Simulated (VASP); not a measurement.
Input of a VASP 6.6.1 run:

The input INCAR:

```
SYSTEM = InH2
PREC = Accurate
ENCUT = 600
EDIFF = 1E-6
ISMEAR = 0
SIGMA = 0.1
LREAL = .FALSE.
LASPH = .TRUE.
NELM = 80
ALGO = Normal
ISIF = 3
LWAVE = .FALSE.
LCHARG = .FALSE.
GGA = PE
IBRION = 2
NSW = 100
EDIFFG = -0.01
```

Contents of KPOINTS:

```
regular mesh
0
G
  12 12 16
  0 0 0
```

File POSCAR:

```
InH2
1.0
    3.8452310330      0.0000000000      0.0000000000
    0.0000000000      3.8452310330      0.0000000000
    0.0000000000      0.0000000000      3.0031691621
In H
1 2
Direct
    0.5000000000      0.5000000000      0.0000000000
    0.0000000000      0.5000000000      0.8239074371
    0.5000000000      0.0000000000      0.1760925629
```

Potentials or basis: VASP PAW PBE potentials, release 64 (In_d, H).

Run with:

```bash
$ cat potpaw_PBE.64/In_d/POTCAR potpaw_PBE.64/H/POTCAR > POTCAR
$ mpirun -np 1 vasp_std > vasp.out
```

Q: Estimate the band gap on the k mesh.

A: Zero (an odd number of electrons rules out a gap without spin polarisation).

Q: Predict the space group after relaxing (to 0.1 Å).

A: P-4m2 (No. 115).

Q: Estimate the relaxed volume.

A: 14.91 Å³/atom.

Step by step:
```csv
step,energy change (eV),largest force (eV/Å),pressure (GPa),volume (Å³)
1,0.0000,0.0180,-0.36,44.40
2,-0.0089,0.0072,0.01,44.19
3,-0.0147,0.0010,0.46,43.89
4,-0.0153,0.0024,0.74,43.75
5,-0.0172,0.0056,0.30,44.28
6,-0.0177,0.0114,-0.02,44.71
7,-0.0177,0.0119,-0.05,44.75
8,-0.0178,0.0104,-0.04,44.74
9,-0.0178,0.0085,0.00,44.74
```

Caveat: spin-orbit coupling is left out, which moves the levels of the heavy elements.
